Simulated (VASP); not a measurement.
Set up this calculation in VASP 6.6.1, as the native input.

```yaml
Task: electric field gradients
Functional: PBE
Potentials_or_basis: VASP PAW PBE potentials, release 64 (La)
Cutoff: 520 eV
k_mesh: 5 × 5 × 2
Occupations: fermi-dirac, width 0.05 eV
Spin: no spin polarisation
Dipole_correction: no
Further_INCAR_settings: ALGO = Normal; EDIFF = 1e-08; NBANDS = 78
```

The structure of La lies in POSCAR:

```
La
1.0
    5.6550000000      3.2649157723      0.0000000000
   -5.6550000000      3.2649157723      0.0000000000
    0.0000000000      0.0000000000     12.1590000000
La
12
Direct
    0.0000000000      0.0000000000      0.0000000000
    0.3333333333      0.6666666667      0.0000000000
    0.6666666667      0.3333333333      0.0000000000
    0.0000000000      0.0000000000      0.5000000000
    0.3333333333      0.6666666667      0.5000000000
    0.6666666667      0.3333333333      0.5000000000
    0.3333333333      0.3333333333      0.7500000000
    0.6666666667      0.0000000000      0.7500000000
    0.0000000000      0.6666666667      0.7500000000
    0.3333333333      0.0000000000      0.2500000000
    0.6666666667      0.6666666667      0.2500000000
    0.0000000000      0.3333333333      0.2500000000
```

The input as run:

INCAR

```
PREC = Accurate
ENCUT = 520
EDIFF = 1E-8
ISMEAR = -1
SIGMA = 0.05
LREAL = F
LASPH = T
NELM = 100
ALGO = Normal
ISIF = 2
LWAVE = F
LCHARG = F
GGA = PE
LEFG = T
NBANDS = 78
```

KPOINTS

```
regular mesh
0
Gamma
  5 5 2
```

Potentials or basis: VASP PAW PBE potentials, release 64 (La).

Launch:

```bash
$ cat potpaw_PBE.64/La/POTCAR > POTCAR
$ mpirun -np 1 vasp_std > vasp.out
```

Results of the run:

```
Pressure               : -0.2 GPa
Band gap on the k mesh : zero (band 66 reaches 7.97 eV, above the bottom of band 67 at 7.61 eV)
```

Caveat: without QUAD_EFG the Cq values of the log hold for a quadrupole moment of 1 mb, not for the nuclei; spin-orbit coupling is left out, which moves the levels of the heavy elements.

It took 18 min on 1 thread of Intel(R) Xeon(R) Platinum 8488C (Sapphire Rapids), with other jobs on the host, peak memory 0.64 GiB.
